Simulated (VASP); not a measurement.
NbP, 4 atoms in the cell. Symmetry: I4_1md, No. 109, tetragonal system. The conventional cell has a = 3.394 Å, b = 3.394 Å, c = 11.631 Å, α = 90.00°, β = 90.00°, γ = 90.00°. Within 3.4 Å of Nb (site symmetry 2mm) lie 6 P at 2.58 to 2.59 Å and 8 Nb at 3.37 to 3.39 Å. Within 3.4 Å of P (site symmetry 2mm) lie 6 Nb at 2.58 to 2.59 Å and 8 P at 3.37 to 3.39 Å. 

* Program: VASP 6.6.1
* Task: single point
* Functional: r2SCAN
* Potentials or basis: VASP PAW PBE potentials, release 64 (Nb_sv, P)
* Cutoff: 520 eV
* k mesh: 11 × 11 × 11
* Occupations: fermi-dirac, width 0.05 eV
* Spin: no spin polarisation
* Dipole correction: no
* Further INCAR settings: ALGO = Normal; EDIFF = 1e-06; NBANDS = 26

Potentials or basis: VASP PAW PBE potentials, release 64 (Nb_sv, P).

Launch:

```bash
$ cat potpaw_PBE.64/Nb_sv/POTCAR potpaw_PBE.64/P/POTCAR > POTCAR
$ cp INCAR.step1 INCAR
$ mpirun -np 1 vasp_std > vasp.out
$ cp INCAR.step2 INCAR
$ mpirun -np 1 vasp_std > vasp.out
```

Hardware: 1 thread of Intel(R) Xeon(R) Platinum 8488C (Sapphire Rapids), with other jobs on the host.

Problem. Estimate the wall time of this run.

Solution. Run time: 18 min on 1 thread of Intel(R) Xeon(R) Platinum 8488C (Sapphire Rapids), on a shared host, peak memory 0.46 GiB. Counts: k points 126.
